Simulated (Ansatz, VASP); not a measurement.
## Two plane-wave programs on Si2Mo

```
Mo Si
1.0
    -1.62106    1.62106    3.98222
     1.62106   -1.62106    3.98222
     1.62106    1.62106   -3.98222
Mo Si
1 2
Cartesian
  0.0000 0.0000 0.0000
  0.0000 0.0000 5.3123
  0.0000 0.0000 2.6522
```

Alike in both runs: task single point; functional PBEsol; dispersion D4; k mesh 12 × 12 × 12; occupations fermi-dirac, width 0.05 eV; no spin polarisation.

|  | VASP | Ansatz |
| --- | --- | --- |
| version | VASP 6.6.1 | Ansatz 0.2.0 |
| potentials or method | VASP PAW PBE potentials, release 64 (Mo_sv, Si) | Ansatz PAW |
| plane-wave cutoff (eV) | 520 | 420 |
| valence electrons in the cell | 22 | 22 |

Ansatz gave:

- gap on the k mesh at the Fermi level (eV): none
- pressure (GPa): -13.6
- traceless stress, the component that is largest in VASP (GPa): -1.48
- rms of the force components (eV/Å): 0.182

Q: Estimate VASP's values.

A: gap on the k mesh at the Fermi level (eV): none; pressure (GPa): -13.3; traceless stress, the component that is largest in VASP (GPa): -1.47; rms of the force components (eV/Å): 0.180.

VASP's potentials were made for PBE, not for PBEsol. Atom by atom the forces differ by 0.002 eV/Å (rms over components). A gap of «none» marks a metal or a gap that the smearing closes.
